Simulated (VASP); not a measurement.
# PtSe2 (P1) in VASP: a series of runs, part 2 of 2

VASP 6.6.1. The steps go on from the part before.

## (3) Single point, PBE

This run uses another cell than the first one, of 20.41 Å³/atom.

File INCAR:

```
PREC = Accurate
ENCUT = 400
EDIFF = 1E-6
ISMEAR = -1
SIGMA = 0.1
LREAL = False
LASPH = True
NELM = 120
ALGO = Normal
ISIF = 2
LWAVE = False
LCHARG = True
GGA = PE
LELF = True
LVHAR = True
NBANDS = 31
GGA_COMPAT = False
```

File KPOINTS:

```
Automatic mesh
0
Gamma
  1 2 2
```

File POSCAR:

```
PtSe2
1.0
    7.4653130000      0.0000000000      0.0000000000
   -1.8663280000      3.2325760000      0.0000000000
    0.0000000000      0.0000000000      5.0737660000
Pt Se
2 4
Direct
    0.0001897926     -0.0043358609     -0.0016488738
    0.4995827014     -0.0037864539     -0.0024364545
    0.1663955531      0.6694444307      0.2529081948
    0.3340274693      0.3424776401      0.7613794172
    0.6689740366      0.6756821804      0.2448171634
    0.8370467262      0.3388310128      0.7522229050
```

Potentials or basis: VASP PAW PBE potentials, release 64 (Pt, Se).

The run is started by

```console
$ cat potpaw_PBE.64/Pt/POTCAR potpaw_PBE.64/Se/POTCAR > POTCAR
$ mpirun -np 1 vasp_std > vasp.out
```

OUTCAR:

```text
PREC = Accurate
   ENCUT = 400
   EDIFF = 1E-6
   ISMEAR = -1
   LREAL = False
   LASPH = True
   NELM = 120
   ISIF = 2
   GGA = PE

 ion  position               nearest neighbor table
   1  0.000  0.996  0.998-   6 2.46   4 2.47   5 2.48   3 2.49   6 2.50   3 2.53
   2  0.500  0.996  0.998-   4 2.43   5 2.47   4 2.50   6 2.51   3 2.51   5 2.53
   3  0.166  0.669  0.253-   1 2.49   2 2.51   1 2.53
   4  0.334  0.342  0.761-   2 2.43   1 2.47   2 2.50
   5  0.669  0.676  0.245-   2 2.47   1 2.48   2 2.53
   6  0.837  0.339  0.752-   1 2.46   1 2.50   2 2.51

  Warning from LATTYP: Monoclinic adjustment (A1->A3, A2->A1, A3->A2)!
[... 320 lines left out ...]
  -------------------------------------------------------------------------------------
  Total        4.6019351      4.8137921      4.8243319      0.0290484      0.1602950      0.0755850
  in kB       60.2176603     62.9898699     63.1277862      0.3801070      2.0975061      0.9890513
  external PRESSURE =      62.1117721 kB  Pullay stress =       0.0000000 kB

 VOLUME and BASIS-vectors are now :
 -----------------------------------------------------------------------------
  energy-cutoff  :      400.00
  volume of cell :      122.44
      direct lattice vectors                 reciprocal lattice vectors
     7.465313000  0.000000000  0.000000000     0.133952856  0.077337692  0.000000000
    -1.866328000  3.232576000  0.000000000     0.000000000  0.309350809  0.000000000
     0.000000000  0.000000000  5.073766000     0.000000000  0.000000000  0.197092258

 POSITION                                       TOTAL-FORCE (eV/Angst)
 -----------------------------------------------------------------------------------
     -1.85682      3.21856      5.06540        -0.153219      0.616007      0.456051
      1.87028      3.22034      5.06140        -0.161813      0.886570      0.538573
     -0.00721      2.16403      1.28320         0.127367     -0.202642     -1.050543
      1.85444      1.10708      3.86306         0.183959     -0.522308      0.206300
      3.73306      2.18419      1.24214         0.057432     -0.463512     -0.772667
      5.61645      1.09530      3.81660        -0.053726     -0.314116      0.622287
 -----------------------------------------------------------------------------------
    total drift:                               -0.000076      0.000042      0.000140

  FREE ENERGIE OF THE ION-ELECTRON SYSTEM (eV)
  ---------------------------------------------------
  free  energy   TOTEN  =       -28.9470862775 eV

  energy  without entropy=      -28.8589173989  energy(sigma->0) =      -28.90300184
```

OSZICAR:

```text
N       E                     dE             d eps       ncg     rms          rms(c)
DAV:   1     0.219105158981E+03    0.21911E+03   -0.16874E+04   248   0.101E+03
DAV:   2    -0.172473743402E+02   -0.23635E+03   -0.22350E+03   299   0.220E+02
DAV:   3    -0.307272453615E+02   -0.13480E+02   -0.13262E+02   305   0.511E+01
DAV:   4    -0.309145100819E+02   -0.18726E+00   -0.18720E+00   262   0.653E+00
DAV:   5    -0.309170054074E+02   -0.24953E-02   -0.24951E-02   344   0.763E-01    0.175E+01
DAV:   6    -0.294358298843E+02    0.14812E+01   -0.10573E+01   255   0.189E+01    0.100E+01
DAV:   7    -0.290001346644E+02    0.43570E+00   -0.18672E+00   262   0.873E+00    0.440E+00
DAV:   8    -0.289494907056E+02    0.50644E-01   -0.10397E-01   304   0.195E+00    0.127E+00
DAV:   9    -0.289467555186E+02    0.27352E-02   -0.11347E-02   276   0.688E-01    0.241E-01
DAV:  10    -0.289469458829E+02   -0.19036E-03   -0.13210E-03   304   0.245E-01    0.934E-02
DAV:  11    -0.289470659588E+02   -0.12008E-03   -0.36935E-04   262   0.151E-01    0.374E-02
DAV:  12    -0.289470761296E+02   -0.10171E-04   -0.48968E-05   304   0.535E-02    0.249E-02
DAV:  13    -0.289470838946E+02   -0.77650E-05   -0.15453E-05   276   0.206E-02    0.628E-03
DAV:  14    -0.289470861887E+02   -0.22940E-05   -0.19057E-06   256   0.747E-03    0.288E-03
DAV:  15    -0.289470862775E+02   -0.88843E-07   -0.17579E-07   180   0.224E-03
   1 F= -.28947086E+02 E0= -.28903002E+02  d E =-.881689E-01
```

stdout:

```text
POSCAR found type information on POSCAR PtSe
 POSCAR found :  2 types and       6 ions
 scaLAPACK will be used
 LDA part: xc-table for (Slater+PW92), standard interpolation
 POSCAR, INCAR and KPOINTS ok, starting setup
 FFT: planning ... GRIDC
 FFT: planning ... GRID_SOFT
 FFT: planning ... GRID
 WAVECAR not read
 entering main loop
```

Wall time 21 s (1 thread of AMD EPYC 7R13 (Zen 3), shared host); peak memory 0.16 GiB.

What came out:

```yaml
Free_energy: -28.9471 eV
Pressure: 6.2 GPa
Largest_force: 1.077 eV/Å
Band_gap_on_the_k_mesh: 0.25 eV
```

Forces in eV/Å, atoms in the order of the input:
```
Pt  -0.153  0.616  0.456
Pt  -0.162  0.887  0.539
Se   0.127 -0.203 -1.051
Se   0.184 -0.522  0.206
Se   0.057 -0.464 -0.773
Se  -0.054 -0.314  0.622
```

Caveat: the k points lie up to 0.97 Å⁻¹ apart; spin-orbit coupling is left out, which moves the levels of the heavy elements; an odd mesh through Γ misses points on the zone boundary, where band edges can lie; forces of over 1 eV/Å act on the atoms, so gaps and moduli don't describe the material at rest.

## (4) Single point, PBE

This run uses another cell than the first one, of 20.48 Å³/atom.

INCAR, as its differences from that of step 3:

```diff
@@ -11,6 +11,4 @@
 LWAVE = False
-LCHARG = True
+LCHARG = False
 GGA = PE
-LELF = True
-LVHAR = True
 NBANDS = 31
```

File KPOINTS:

```
regular mesh
0
Gamma
  1 2 2
```

File POSCAR:

```
PtSe2
1.0
    7.4740960000      0.0000000000      0.0000000000
   -1.8685240000      3.2363790000      0.0000000000
    0.0000000000      0.0000000000      5.0797360000
Pt Se
2 4
Direct
    0.0008171608     -0.0052867727     -0.0024560331
    0.4998973124     -0.0052289920     -0.0030385437
    0.1667900056      0.6709523205      0.2529977936
    0.3341371094      0.3466055737      0.7658295628
    0.6695305846      0.6781341122      0.2416920879
    0.8384337744      0.3395897081      0.7537448797
```

The run is started by

```console
$ cat potpaw_PBE.64/Pt/POTCAR potpaw_PBE.64/Se/POTCAR > POTCAR
$ mpirun -np 1 vasp_std > vasp.out
```

Run time: 18 s. Hardware: 1 thread of AMD EPYC 7R13 (Zen 3), shared host; peak memory 0.16 GiB.

It converged, with:

```yaml
Free_energy: -28.9505 eV
Pressure: 6.5 GPa
Largest_force: 1.463 eV/Å
Band_gap_on_the_k_mesh: 0.30 eV
```

Forces on the atoms (eV/Å):
```
Pt  -0.249  0.749  0.645
Pt  -0.313  1.258  0.678
Se   0.167 -0.253 -1.096
Se   0.319 -0.768 -0.070
Se   0.150 -0.609 -0.675
Se  -0.074 -0.378  0.517
```

Stress tensor (GPa, compression positive):
```
5.97 0.08 0.14
0.08 6.47 0.34
0.14 0.34 6.91
```

Levels at points of the mesh, in eV from the valence-band top:
| k point | band 20 | band 21 | band 22 | band 23 | band 24 | band 25 |
| --- | --- | --- | --- | --- | --- | --- |
| (0.00, 0.00, 0.00) | -1.41 | -1.39 | 0.00 | 0.30 | 1.17 | 1.19 |
| (0.00, 0.50, 0.00) | -3.81 | -3.41 | -3.32 | 0.32 | 0.37 | 1.91 |
| (0.00, 0.00, 0.50) | -1.78 | -1.77 | -1.68 | 0.71 | 1.12 | 1.91 |
| (0.00, 0.50, 0.50) | -3.21 | -1.74 | -1.68 | 0.60 | 0.82 | 1.05 |

Caveat: the k points lie up to 0.97 Å⁻¹ apart; spin-orbit coupling is left out, which moves the levels of the heavy elements; an odd mesh through Γ misses points on the zone boundary, where band edges can lie; forces of over 1 eV/Å act on the atoms, so gaps and moduli don't describe the material at rest.

## (5) The runs side by side

```csv
cell,gap on the mesh (eV),pressure (GPa),largest force (eV/Å)
"a = 7.452, b = 3.726, c = 5.065 Å, angles 90.0, 90.0, 120.0°, 6 atoms, atomic positions A",0.21,6.2,0.93
"a = 7.465, b = 3.733, c = 5.074 Å, angles 90.0, 90.0, 120.0°, 6 atoms, atomic positions B",0.25,6.2,1.08
"a = 7.474, b = 3.737, c = 5.080 Å, angles 90.0, 90.0, 120.0°, 6 atoms, atomic positions C",0.30,6.5,1.46
```

Alike in all rows: task single point; level PBE; potentials or basis VASP PAW PBE potentials, release 64 (Pt, Se); no spin polarisation; k mesh 1 × 2 × 2; cutoff (eV) 400; smearing fermi-dirac 0.1 eV.

Caveats: all runs use coarse meshes; spin-orbit coupling is left out, which moves the levels of the heavy elements; an odd mesh through Γ misses points on the zone boundary, where band edges can lie; forces of over 1 eV/Å act on the atoms, so gaps and moduli don't describe the material at rest (at least some runs).

Absolute energies hang on the potentials; compare differences alone.
